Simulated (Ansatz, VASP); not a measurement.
**One calculation of Ti, two programs**

```
Ti
1.0
     2.31690    0.00000    0.00000
     0.00000    2.31690    0.00000
     0.00000    0.00000    2.31690
Ti
1
Cartesian
  0.0000 0.0000 0.0000
```

Change from the starting cell: volume scaled by 0.75, LAPW.

Alike in both runs: task single point; functional LDA; k mesh 15 × 15 × 15; occupations fermi-dirac, width 0.05 eV; no spin polarisation.

|  | VASP | Ansatz |
| --- | --- | --- |
| version | VASP 6.6.1 | Ansatz 0.2.0 |
| potentials or method | VASP PAW LDA potentials, release 64 (Ti_sv), cutoff 520 eV | all-electron LAPW, scalar-relativistic |

```tsv
	VASP	Ansatz	Ansatz less VASP
pressure (GPa)	45.6	44.9	-0.68
```

LDA's correlation is that of Perdew and Zunger in VASP and of Perdew and Wang (1992) in Ansatz. Both programs put the cell under a high pressure, so it lies far from rest at this level. Ansatz ran all-electron here, and VASP with PAW potentials.
